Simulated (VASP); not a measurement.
Crystal: Ti.

```
Ti
1.0
    -1.64100    1.64100    1.64100
     1.64100   -1.64100    1.64100
     1.64100    1.64100   -1.64100
Ti
1
Direct
  0.00000 0.00000 0.00000
```

```yaml
Program: VASP 6.6.1
Task: relaxation of cell and atoms
Functional: PBEsol
Dispersion: D4
Potentials_or_basis: VASP PAW PBE potentials, release 64 (Ti_sv)
Cutoff: 600 eV
k_mesh: 11 × 11 × 11
Occupations: fermi-dirac, width 0.05 eV
Spin: no spin polarisation
```

At the start: pressure -7.9 GPa; volume 17.68 Å³/atom.

How do energy, volume and symmetry change on relaxing?

Over 3 steps the energy falls by 36.1 meV/atom and the volume is 16.31 Å³/atom (-7.7 %); space group Im-3m (No. 229, to 0.05 Å).

Step by step:
```tsv
step	energy change (eV)	largest force (eV/Å)	pressure (GPa)	volume (Å³)
1	0.0000	0.0000	-7.92	17.68
2	-0.0218	0.0000	6.08	15.53
3	-0.0361	0.0000	0.04	16.31
```

Final structure:
```cif
data_structure
_symmetry_space_group_name_H-M 'P 1'
_symmetry_Int_Tables_number 1
_cell_length_a 2.7672
_cell_length_b 2.7672
_cell_length_c 2.7672
_cell_angle_alpha 109.471
_cell_angle_beta 109.471
_cell_angle_gamma 109.471
_cell_volume 16.31
loop_
_atom_site_label
_atom_site_type_symbol
_atom_site_fract_x
_atom_site_fract_y
_atom_site_fract_z
_atom_site_occupancy
Ti1 Ti 0.00000 0.00000 0.00000 1
```

Caveat: the PAW data sets were made with another functional, which shifts forces and pressure a little; pairwise dispersion overbinds metals, which lowers pressure and volume.
